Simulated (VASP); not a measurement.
HgTe, 2 atoms in the cell. The structure is cubic, space group Fm-3m (No. 225). Conventional cell: a = 6.040 Å, b = 6.040 Å, c = 6.040 Å, α = 90.00°, β = 90.00°, γ = 90.00°. Hg (site symmetry m-3m) has 6 Te at 3.02 Å within 4.0 Å. Te (site symmetry m-3m) has 6 Hg at 3.02 Å within 4.0 Å. 

- Program: VASP 6.6.1
- Task: relaxation of cell and atoms
- Functional: PBE
- Dispersion: D3(BJ)
- Potentials or basis: VASP PAW PBE potentials, release 64 (Hg, Te)
- Cutoff: 600 eV
- k mesh: 12 × 12 × 12
- Occupations: gaussian, width 0.1 eV
- Spin: no spin polarisation
- Dipole correction: no
- Further INCAR settings: ALGO = Normal; EDIFF = 1e-06; IBRION = 2; EDIFFG = -0.005; NSW = 100; ISIF = 3

Potentials or basis: VASP PAW PBE potentials, release 64 (Hg, Te).

Launch:

```console
$ cat potpaw_PBE.64/Hg/POTCAR potpaw_PBE.64/Te/POTCAR > POTCAR
$ mpirun -np 1 vasp_std > vasp.out
```

Hardware: 1 thread of Intel(R) Xeon(R) Platinum 8488C (Sapphire Rapids), with other jobs on the host.

Estimate the wall time of this run.

Run time: 42 s on 1 thread of Intel(R) Xeon(R) Platinum 8488C (Sapphire Rapids) (shared host), peak memory 0.26 GiB. Counts: scf iterations 18, k points 72, ion steps 2.
